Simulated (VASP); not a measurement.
# W (Im-3m) in VASP: further runs

The runs below take W through single point, with revPBE+D3(BJ), revPBE+D4, PBE.

Everything below comes from runs of VASP 6.6.1. Logs are shortened: lines on timing, memory, paths and dates and some standing lists are left out, and cuts for length are marked.

## 1. The cell of the first run

It takes space group Im-3m (No. 229, cubic). Conventional cell: a = 3.150 Å, b = 3.150 Å, c = 3.150 Å, α = 90.00°, β = 90.00°, γ = 90.00°. W (site symmetry m-3m) has 14 W at 2.73 to 3.15 Å within 3.6 Å.

## 2. Single point, revPBE+D3(BJ)

File INCAR:

```
  PREC = Accurate
  ENCUT = 520
  EDIFF = 1E-6
  ISMEAR = -1
  SIGMA = 0.05
  LREAL = F
  LASPH = T
  NELM = 100
  ALGO = Normal
  ISIF = 2
  LWAVE = F
  LCHARG = T
  GGA = RE
  IVDW = 12
  LELF = T
  LVHAR = T
  NBANDS = 13
```

File KPOINTS:

```
regular mesh
0
Gamma
  12 12 12
```

File POSCAR:

```
W
1.0
   -1.5748476104      1.5748476104      1.5748476104
    1.5748476104     -1.5748476104      1.5748476104
    1.5748476104      1.5748476104     -1.5748476104
W
1
Direct
    0.0000000000      0.0000000000      0.0000000000
```

Potentials or basis: VASP PAW PBE potentials, release 64 (W_sv).

Command:

```bash
cat potpaw_PBE.64/W_sv/POTCAR > POTCAR
mpirun -np 1 vasp_std > vasp.out
```

OUTCAR:

```text
PREC = Accurate
   ENCUT = 520
   EDIFF = 1E-6
   ISMEAR = -1
   LREAL = F
   LASPH = T
   NELM = 100
   ISIF = 2
   GGA = RE
   IVDW = 12
 IVDW          = 12

 ion  position               nearest neighbor table
   1  0.000  0.000  0.000-

  LATTYP: Found a body centered cubic cell.
 ALAT       =     3.1496952208

  Lattice vectors:

 A1 = (  -1.5748476104,   1.5748476104,   1.5748476104)
 A2 = (   1.5748476104,  -1.5748476104,   1.5748476104)
 A3 = (   1.5748476104,   1.5748476104,  -1.5748476104)

Analysis of symmetry for initial positions (statically):
=====================================================================
 Subroutine PRICEL returns:
 Original cell was already a primitive cell.

 Routine SETGRP: Setting up the symmetry group for a
 body centered cubic supercell.

 Subroutine GETGRP returns: Found 48 space group operations
 (whereof 48 operations were pure point group operations)
 out of a pool of 48 trial point group operations.

The static configuration has the point symmetry O_h .

Analysis of symmetry for dynamics (positions and initial velocities):
=====================================================================
 Subroutine PRICEL returns:
 Original cell was already a primitive cell.

 Routine SETGRP: Setting up the symmetry group for a
 body centered cubic supercell.

 Subroutine GETGRP returns: Found 48 space group operations
 (whereof 48 operations were pure point group operations)
 out of a pool of 48 trial point group operations.

The dynamic configuration has the point symmetry O_h .

 Subroutine INISYM returns: Found 48 space group operations
 (whereof 48 operations are pure point group operations),
 and found     1 'primitive' translations

----------------------------------------------------------------------------------------

                                     Primitive cell

  volume of cell :      15.6234

  direct lattice vectors                    reciprocal lattice vectors
    -1.574847610  1.574847610  1.574847610     0.000000000  0.317491036  0.317491036
     1.574847610 -1.574847610  1.574847610     0.317491036  0.000000000  0.317491036
     1.574847610  1.574847610 -1.574847610     0.317491036  0.317491036  0.000000000

  length of vectors
     2.727716075  2.727716075  2.727716075     0.449000130  0.449000130  0.449000130

  position of ions in fractional coordinates (direct lattice)
     0.000000000  0.000000000  0.000000000

  ion indices of the primitive-cell ions
   primitive index   ion index
                 1           1

----------------------------------------------------------------------------------------

 KPOINTS: regular mesh

Automatic generation of k-mesh.
 Grid dimensions read from file:
 generate k-points for:   12   12   12

 Generating k-lattice:

  Cartesian coordinates                     Fractional coordinates (reciprocal lattice)
     0.000000000  0.026457586  0.026457586     0.083333333  0.000000000  0.000000000
     0.026457586  0.000000000  0.026457586     0.000000000  0.083333333  0.000000000
     0.026457586  0.026457586  0.000000000     0.000000000  0.000000000  0.083333333

  Length of vectors
     0.037416677  0.037416677  0.037416677

  Shift w.r.t. Gamma in fractional coordinates (k-lattice)
     0.000000000  0.000000000  0.000000000

 Subroutine IBZKPT returns following result:
 ===========================================

 Found     72 irreducible k-points:

 Following reciprocal coordinates:
            Coordinates               Weight
  0.000000  0.000000  0.000000      1.000000
  0.083333  0.000000  0.000000     12.000000
  0.166667  0.000000  0.000000     12.000000
  0.250000  0.000000  0.000000     12.000000
  0.333333  0.000000  0.000000     12.000000
  0.416667  0.000000  0.000000     12.000000
[... 16 lines left out ...]
  0.333333  0.083333  0.083333     24.000000
  0.416667  0.083333  0.083333     12.000000
 [... further k-points ...]
   k-points           NKPTS =     72   k-points in BZ     NKDIM =     72   number of bands    NBANDS=     13
   number of dos      NEDOS =    301   number of ions     NIONS =      1
   total plane-waves  NPLWV =   8000
   dimension x,y,z NGX =    20 NGY =   20 NGZ =   20
   dimension x,y,z NGXF=    40 NGYF=   40 NGZF=   40
   ions per type =               1
   NGX,Y,Z   is equivalent  to a cutoff of  12.19, 12.19, 12.19 a.u.
   NGXF,Y,Z  is equivalent  to a cutoff of  24.38, 24.38, 24.38 a.u.
 SYSTEM =  unknown system
   PREC   = accura    normal or accurate (medium, high low for compatibility)
   ISTART =      0    job   : 0-new  1-cont  2-samecut
   ICHARG =      2    charge: 1-file 2-atom 10-const
   ISPIN  =      1    spin polarized calculation?
   LNONCOLLINEAR =      F non collinear calculations
   LSORBIT =      F    spin-orbit coupling
   LASPH  =      T    aspherical Exc in radial PAW
   ENCUT  =  520.0 eV  38.22 Ry    6.18 a.u.   5.07  5.07  5.07*2*pi/ulx,y,z
   NELM   =    100;   NELMIN=  2; NELMDL= -5     # of ELM steps
   EDIFF  = 0.1E-05   stopping-criterion for ELM
   LREAL  =      F    real-space projection
   EDIFFG = 0.1E-04   stopping-criterion for IOM
   NSW    =      0    number of steps for IOM
   IBRION =     -1    ionic relax: 0-MD 1-quasi-New 2-CG
   NFREE  =      0    steps in history (QN), initial steepest desc. (CG)
   ISIF   =      2    stress and relaxation
   ISYM   =      2    0-nonsym 1-usesym 2-fastsym
   POTIM  = 0.5000    time-step for ionic-motion
   TEBEG  =    0.0;   TEEND  =   0.0 temperature during run
   PSTRESS=    0.0 pullay stress
   NELECT =      14.0000    total number of electrons
   NUPDOWN=      -1.0000    fix difference up-down
   EMIN   =  10.00;   EMAX   =-10.00  energy-range for DOS
   EFERMI =   0.00;   METHOD = LEGACY
   ISMEAR =    -1;   SIGMA  =   0.05  broadening in eV -4-tet -1-fermi 0-gaus
   EFERMI_NEDOS =   21; number of points for ismear=-14 and -15
   IALGO  =     38    algorithm
   IMIX   =      4    mixing-type and parameters
     AMIX     =   0.40;   BMIX     =  1.00
     AMIX_MAG =   1.60;   BMIX_MAG =  1.00
  volume/ion in A,a.u.               =      15.62       105.43
  Fermi-wavevector in a.u.,A,eV,Ry     =   1.578310  2.982573 33.892963  2.491062
  Thomas-Fermi vector in A             =   2.678860
   LORBIT       =      0    0 simple, 1 ext, 2 COOP (PROOUT), +10 PAW based schemes
   GGA     = RE    functional components
   LHFCALC =     F    Hartree Fock is set to
   AEXX    =    0.0000 exact exchange contribution
   IVDW    =    12    specifies the selected vdW correction
   LEPSILON=     F    determine dielectric tensor
   LRPA    =     F    only Hartree local field effects (RPA)
 non-spin polarized calculation
  energy-cutoff  :      520.00
  volume of cell :       15.62
 maximum number of plane-waves:       434
   NGX = 11   NGY = 11   NGZ = 11

 number of electron      14.0000005 magnetization

 Free energy of the ion-electron system (eV)
  ---------------------------------------------------
  ext. energy  EPLUGINS =         0.00000000
  ---------------------------------------------------
  free energy    TOTEN  =       -12.48712285 eV

  energy without entropy =      -12.48222928  energy(sigma->0) =      -12.48467606

 E-fermi :  11.6338     XC(G=0): -13.6866

 val. band max:       11.5995294482   @ k =   0.4167   0.0833   0.0000
 cond. band min:      11.6437978641   @ k =  -0.1667   0.1667   0.0833
 fundamental gap:      0.0442684159
 Fermi energy:        11.6338199436

 k-point     1 :       0.0000    0.0000    0.0000
  band No.  band energies     occupation
      1     -62.4707      2.00000
      2     -26.0080      2.00000
      3     -26.0080      2.00000
      4     -26.0080      2.00000
      5       1.9973      2.00000
      6      10.4664      2.00000
      7      10.4664      2.00000
      8      10.4664      2.00000
      9      14.0258      0.00000
     10      14.0258      0.00000
     11      26.2426      0.00000
     12      26.2426      0.00000
     13      26.2426      0.00000

 k-point     2 :       0.0833    0.0000    0.0000
  band No.  band energies     occupation
      1     -62.4611      2.00000
      2     -26.1057      2.00000
      3     -26.0383      2.00000
      4     -26.0085      2.00000
      5       2.3365      2.00000
      6      10.2603      2.00000
      7      10.4119      2.00000
      8      10.7964      2.00000
      9      13.7140      0.00000
     10      14.0284      0.00000
     11      26.5269      0.00000
     12      26.8202      0.00000
     13      27.0634      0.00000

 k-point     3 :       0.1667    0.0000    0.0000
  band No.  band energies     occupation
      1     -62.4351      2.00000
      2     -26.3666      2.00000
      3     -26.1205      2.00000
      4     -26.0099      2.00000
      5       3.2614      2.00000
      6       9.7435      2.00000
      7      10.1494      2.00000
      8      11.7616      0.14415
      9      13.3075      0.00000
     10      14.0707      0.00000
     11      27.0148      0.00000
     12      28.4430      0.00000
     13      28.6704      0.00000
[... 305 lines left out ...]
 k-point    23 :       0.3333    0.0833    0.0833
  band No.  band energies     occupation
      1     -62.3337      2.00000
      2     -27.2098      2.00000
      3     -26.4642      2.00000
      4     -26.1042      2.00000
      5       6.0633      2.00000
      6       8.1392      2.00000
      7      10.6384      2.00000
      8      14.1552      0.00000
      9      14.8499      0.00000
     10      18.4468      0.00000
     11      23.0103      0.00000
     12      24.4482      0.00000
     13      28.4944      0.00000

 k-point    24 :       0.4167    0.0833    0.0833
  band No.  band energies     occupation
      1     -62.3252      2.00000
      2     -27.2671      2.00000
      3     -26.5076      2.00000
      4     -26.1068      2.00000
      5       6.0228      2.00000
      6       8.0390      2.00000
      7      11.4556      1.94497
      8      14.1801      0.00000
      9      14.9689      0.00000
     10      19.2808      0.00000
     11      21.8666      0.00000
     12      23.9682      0.00000
     13      27.9717      0.00000

 [... further k-points ...]

------------------------ aborting loop because EDIFF is reached ----------------------------------------

 Edisp (eV)   -1.26889

 E8    (eV) :    -0.9508

  FORCE on cell =-STRESS in cart. coord.  units (eV):
  Direction    XX          YY          ZZ          XY          YZ          ZX
  --------------------------------------------------------------------------------------
  -------------------------------------------------------------------------------------
  Total       0.06387     0.06387     0.06387     0.00000     0.00000     0.00000
  in kB       6.54936     6.54936     6.54936     0.00000     0.00000     0.00000
  external pressure =        6.55 kB  Pullay stress =        0.00 kB

 VOLUME and BASIS-vectors are now :
 -----------------------------------------------------------------------------
  energy-cutoff  :      520.00
  volume of cell :       15.62
      direct lattice vectors                 reciprocal lattice vectors
    -1.574847610  1.574847610  1.574847610     0.000000000  0.317491036  0.317491036
     1.574847610 -1.574847610  1.574847610     0.317491036  0.000000000  0.317491036
     1.574847610  1.574847610 -1.574847610     0.317491036  0.317491036  0.000000000

 POSITION                                       TOTAL-FORCE (eV/Angst)
 -----------------------------------------------------------------------------------
      0.00000      0.00000      0.00000        -0.000000      0.000000     -0.000000
 -----------------------------------------------------------------------------------
    total drift:                                0.000000     -0.000000      0.000000

  FREE ENERGIE OF THE ION-ELECTRON SYSTEM (eV)
  ---------------------------------------------------
  free  energy   TOTEN  =       -13.7560129457 eV

  energy  without entropy=      -13.7511193802  energy(sigma->0) =      -13.75356616
```

Wall time 4.5 s (1 thread of Intel Xeon 6975P-C (Granite Rapids), shared host); peak memory 0.14 GiB.

What came out:

```
Free energy                : -13.7560 eV
Pressure                   : 0.7 GPa
Band gap on the k mesh     : zero (bands 7 and 8 overlap by 6.52 eV)
Dispersion energy per atom : -1.269 eV
```

Caveat: the PAW data sets were made with another functional, which shifts forces and pressure a little; spin-orbit coupling is left out, which moves the levels of the heavy elements.

## 3. Single point, revPBE+D4

This run uses another cell than the first one, of 15.78 Å³/atom.

File INCAR:

```
  PREC = Accurate
  ENCUT = 520
  EDIFF = 1E-6
  ISMEAR = -1
  SIGMA = 0.05
  LREAL = False
  LASPH = True
  NELM = 80
  ALGO = Normal
  ISIF = 2
  LWAVE = False
  LCHARG = False
  GGA = RE
  IVDW = 13
  NBANDS = 13
```

KPOINTS is that of step 2.

File POSCAR:

```
W
1.0
   -1.5801538675      1.5801538675      1.5801538675
    1.5801538675     -1.5801538675      1.5801538675
    1.5801538675      1.5801538675     -1.5801538675
W
1
Direct
    0.0000000000      0.0000000000      0.0000000000
```

Potentials or basis: VASP PAW PBE potentials, release 64 (W_sv).

Command:

```bash
cat potpaw_PBE.64/W_sv/POTCAR > POTCAR
mpirun -np 1 vasp_std > vasp.out
```

It took 4.5 s on 1 thread of Intel Xeon 6975P-C (Granite Rapids), shared host; peak memory 0.13 GiB.

Results (log left out):

| Quantity | Value |
| --- | --- |
| Free energy | -13.5175 eV |
| Pressure | 0.6 GPa |
| Band gap on the k mesh | zero (bands 7 and 8 overlap by 6.43 eV) |
| Dispersion energy per atom | -1.018 eV |

Levels at points of the mesh, in eV from the Fermi level:
```tsv
k point	band 4	band 5	band 6	band 7	band 8	band 9	band 10	band 11
(0.00, 0.00, 0.00)	-37.66	-9.57	-1.14	-1.14	-1.14	2.38	2.38	14.60
(0.50, 0.00, 0.00)	-37.67	-6.21	-3.50	0.76	2.27	3.26	6.28	11.26
(0.50, 0.50, 0.50)	-38.58	-5.78	-5.78	5.29	5.29	5.29	8.36	8.36
```

Caveat: the PAW data sets were made with another functional, which shifts forces and pressure a little; spin-orbit coupling is left out, which moves the levels of the heavy elements.

## 4. Single point, PBE

This run uses another cell than the first one, of 15.85 Å³/atom.

File INCAR:

```
PREC     = Accurate       # precision mode
ENCUT    = 520            # plane-wave cutoff, eV
EDIFF    = 1E-6           # SCF threshold, eV
ISMEAR   = 0              # smearing method
SIGMA    = 0.025          # smearing width, eV
LREAL    = F              # projectors in reciprocal space
LASPH    = T              # aspherical terms in the spheres
NELM     = 100            # most SCF steps
ALGO     = Fast           # electronic algorithm
ISIF     = 2              # what is computed and relaxed
LWAVE    = F              # write WAVECAR
LCHARG   = F              # write CHGCAR
GGA      = PE             # functional
NBANDS   = 13             # bands
```

KPOINTS is that of step 3.

File POSCAR:

```
W
1.0
   -1.5823450000      1.5823450000      1.5823450000
    1.5823450000     -1.5823450000      1.5823450000
    1.5823450000      1.5823450000     -1.5823450000
W
1
Direct
    0.0000000000      0.0000000000      0.0000000000
```

Command:

```bash
cat potpaw_PBE.64/W_sv/POTCAR > POTCAR
mpirun -np 1 vasp_std > vasp.out
```

Run time: 5.2 s. Hardware: 1 thread of Intel Xeon 6975P-C (Granite Rapids), shared host; peak memory 0.13 GiB.

The run converged. Its results:

- Free energy: -12.9479 eV
- Pressure: 6.6 GPa
- Band gap on the k mesh: zero (bands 7 and 8 overlap by 6.39 eV)

Levels at points of the mesh, in eV from the Fermi level:
```
           k point  band 3  band 4  band 5  band 6  band 7  band 8  band 9  band 10  band 11  band 12
(0.00, 0.00, 0.00)  -37.64  -37.64   -9.52   -1.12   -1.12   -1.12    2.37     2.37    14.63    14.63
(0.50, 0.00, 0.00)  -38.06  -37.65   -6.16   -3.46    0.79    2.26    3.24     6.26    11.20    11.60
(0.50, 0.50, 0.50)  -38.54  -38.54   -5.72   -5.72    5.27    5.27    5.27     8.36     8.36     8.36
```

Caveat: the cell stands under pressure; spin-orbit coupling is left out, which moves the levels of the heavy elements.

## 5. Single point, PBE

This run uses another cell than the first one, of 15.85 Å³/atom.

File INCAR:

```
SYSTEM = W
  PREC = Accurate
  ENCUT = 520
  EDIFF = 1E-6
  ISMEAR = 0
  SIGMA = 0.026000000000000002
  LREAL = .False.
  LASPH = .True.
  NELM = 80
  ALGO = Normal
  ISIF = 2
  LWAVE = .False.
  LCHARG = .False.
  GGA = PE
  NBANDS = 13
```

File KPOINTS:

```
regular mesh
0
Gamma
  12 12 12
  0 0 0
```

POSCAR is that of step 4.

Command:

```bash
cat potpaw_PBE.64/W_sv/POTCAR > POTCAR
mpirun -np 1 vasp_std > vasp.out
```

It took 4.8 s on 1 thread of Intel Xeon 6975P-C (Granite Rapids), shared host; peak memory 0.13 GiB.

Results (log left out):

```
Free energy            : -12.9479 eV
Pressure               : 6.7 GPa
Band gap on the k mesh : zero (bands 7 and 8 overlap by 6.39 eV)
```

Levels at points of the mesh, in eV from the Fermi level:
| k point | band 3 | band 4 | band 5 | band 6 | band 7 | band 8 | band 9 | band 10 | band 11 | band 12 |
| --- | --- | --- | --- | --- | --- | --- | --- | --- | --- | --- |
| (0.00, 0.00, 0.00) | -37.64 | -37.64 | -9.52 | -1.12 | -1.12 | -1.12 | 2.37 | 2.37 | 14.63 | 14.63 |
| (0.50, 0.00, 0.00) | -38.06 | -37.65 | -6.17 | -3.46 | 0.79 | 2.26 | 3.24 | 6.26 | 11.20 | 11.60 |
| (0.50, 0.50, 0.50) | -38.55 | -38.55 | -5.72 | -5.72 | 5.27 | 5.27 | 5.27 | 8.36 | 8.36 | 8.36 |

Caveat: the cell stands under pressure; spin-orbit coupling is left out, which moves the levels of the heavy elements.

## 6. The runs side by side

```csv
level,cell,smearing,gap on the mesh (eV),pressure (GPa)
revPBE+D3(BJ),"a = 2.728 Å, angles 109.5°, 1 atom",fermi-dirac 0.05 eV,none,0.7
revPBE+D4,"a = 2.737 Å, angles 109.5°, 1 atom",fermi-dirac 0.05 eV,none,0.6
PBE,"a = 2.741 Å, angles 109.5°, 1 atom",gaussian 0.025 eV,none,6.6
PBE,"a = 2.741 Å, angles 109.5°, 1 atom",gaussian 0.026 eV,none,6.7
```

Alike in all rows: task single point; potentials or basis VASP PAW PBE potentials, release 64 (W_sv); no spin polarisation; k mesh 12 × 12 × 12; cutoff (eV) 520.

Caveats: spin-orbit coupling is left out, which moves the levels of the heavy elements; the PAW data sets were made with another functional, which shifts forces and pressure a little (at least some runs); the cell stands under pressure (at least some runs).

Total energies depend on the potentials used, so only differences within one code and one set of settings carry meaning.
